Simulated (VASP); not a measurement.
Input of a VASP 6.6.1 run:

Contents of INCAR:

```
SYSTEM = SnTe
PREC     = Accurate       ! precision mode
ENCUT    = 520            ! plane-wave cutoff, eV
EDIFF    = 1E-6           ! SCF threshold, eV
ISMEAR   = 0              ! smearing method
SIGMA    = 0.03           ! smearing width, eV
LREAL    = .False.        ! projectors in reciprocal space
LASPH    = .True.         ! aspherical terms in the spheres
NELM     = 80             ! most SCF steps
ALGO     = Normal         ! electronic algorithm
ISIF     = 2              ! what is computed and relaxed
LWAVE    = .False.        ! write WAVECAR
LCHARG   = .False.        ! write CHGCAR
GGA      = PE             ! functional
NBANDS   = 17             ! bands
```

Contents of KPOINTS:

```
regular mesh
0
Gamma
  10 10 10
  0 0 0
```

Contents of POSCAR:

```
SnTe
1.0
    0.0000000000      3.1565000000      2.9986750000
    3.1565000000      0.0000000000      2.9986750000
    3.1565000000      3.1565000000      0.0000000000
Sn Te
1 1
Direct
    0.0000000000      0.0000000000      0.0000000000
    0.5000000000      0.5000000000      0.5000000000
```

Potentials or basis: VASP PAW PBE potentials, release 64 (Sn_d, Te).

Launch:

```console
$ cat potpaw_PBE.64/Sn_d/POTCAR potpaw_PBE.64/Te/POTCAR > POTCAR
$ mpirun -np 1 vasp_std > vasp.out
```

Problem. What does it give for the pressure?

Solution. 5.2 GPa.

Problem. What does it give for the band gap on the k mesh?

Solution. 0.27 eV, indirect (least direct gap 0.29 eV).

Stress tensor (GPa, compression positive):
```
 2.17  0.00  0.00
 0.00  2.17  0.00
 0.00  0.00 11.35
```

Caveat: the cell differs from its parent crystal (strain +0.000 along x and y, -0.050 along z); spin-orbit coupling is left out, which moves the levels of the heavy elements. A k mesh can miss the band edges.
